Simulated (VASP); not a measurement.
# Sb: relaxation of cell and atoms with PBE

Crystal: Sb.

```
CELL_PARAMETERS angstrom
3.13990 0.00000 0.01046
0.00000 4.43804 0.00000
-0.02437 0.00000 4.43667
ATOMIC_POSITIONS crystal
Sb 0.00018 0.75000 0.74993
Sb 0.99982 0.25000 0.25007
```

```json
{"Program": "VASP 6.6.1", "Task": "relaxation of cell and atoms", "Functional": "PBE", "Potentials or basis": "VASP PAW PBE potentials, release 64 (Sb)", "Cutoff": "600 eV", "k mesh": "14 × 10 × 10", "Occupations": "gaussian, width 0.1 eV", "Spin": "no spin polarisation", "Target pressure": "-3 GPa", "Dipole correction": "no", "Further INCAR settings": "ALGO = Normal; EDIFF = 1e-07; IBRION = 2; EDIFFG = -0.008; NSW = 70; ISIF = 3"}
```

```
Relaxed volume                                         : 31.97 Å³/atom
Relaxed cell                                           : a = 3.175 Å, b = 4.488 Å, c = 4.487 Å, α = 90.00°, β = 90.11°, γ = 90.00°
Space group after relaxing (to 0.05 Å)                 : Pm-3m (No. 221)
Energy change on relaxing (the enthalpy is what falls) : +14.9 meV/atom
Ionic steps                                            : 3
Pressure after relaxing                                : -3.0 GPa
Band gap on the k mesh                                 : zero (band 5 reaches 11.17 eV, above the bottom of band 6 at 3.07 eV)
```

The path:
| step | energy change (eV) | largest force (eV/Å) | pressure (GPa) | volume (Å³) |
| --- | --- | --- | --- | --- |
| 1 | 0.0000 | 0.0009 | -1.50 | 61.83 |
| 2 | 0.0403 | 0.0006 | -3.33 | 64.46 |
| 3 | 0.0299 | 0.0007 | -2.99 | 63.93 |

Final structure:
```cif
data_structure
_symmetry_space_group_name_H-M 'P 1'
_symmetry_Int_Tables_number 1
_cell_length_a 3.1746
_cell_length_b 4.4880
_cell_length_c 4.4870
_cell_angle_alpha 90.000
_cell_angle_beta 90.106
_cell_angle_gamma 90.000
_cell_volume 63.93
loop_
_atom_site_label
_atom_site_type_symbol
_atom_site_fract_x
_atom_site_fract_y
_atom_site_fract_z
_atom_site_occupancy
Sb1 Sb 0.00017 0.75000 0.74994 1
Sb2 Sb 0.99982 0.25000 0.25006 1
```

Levels at points of the mesh, in eV from the Fermi level:
```
           k point  band 3  band 4  band 5  band 6  band 7  band 8
(0.00, 0.00, 0.00)   -3.21   -3.20    2.47    3.11    3.13    3.13
(0.50, 0.00, 0.00)   -4.88   -1.46   -1.46   -1.44    4.91    4.91
(0.00, 0.50, 0.00)   -1.16   -1.16   -0.83   -0.83    4.62    4.62
(0.50, 0.50, 0.00)   -3.57   -3.57    0.64    0.64    1.34    1.34
(0.00, 0.00, 0.50)   -1.16   -1.16   -0.83   -0.83    4.62    4.62
(0.50, 0.00, 0.50)   -3.57   -3.57    0.64    0.64    1.34    1.34
(0.00, 0.50, 0.50)   -5.08   -5.08    4.91    4.91    4.92    4.92
(0.50, 0.50, 0.50)   -3.21   -3.21   -3.19   -3.19    2.47    2.47
```

It took 11 min on 1 thread of AMD EPYC 7R43 64-Core Processor (Zen 3), with other jobs on the host, peak memory 0.38 GiB.

Caveat: the cell is relaxed towards a set pressure, so the enthalpy falls and the energy may rise; spin-orbit coupling is left out, which moves the levels of the heavy elements.
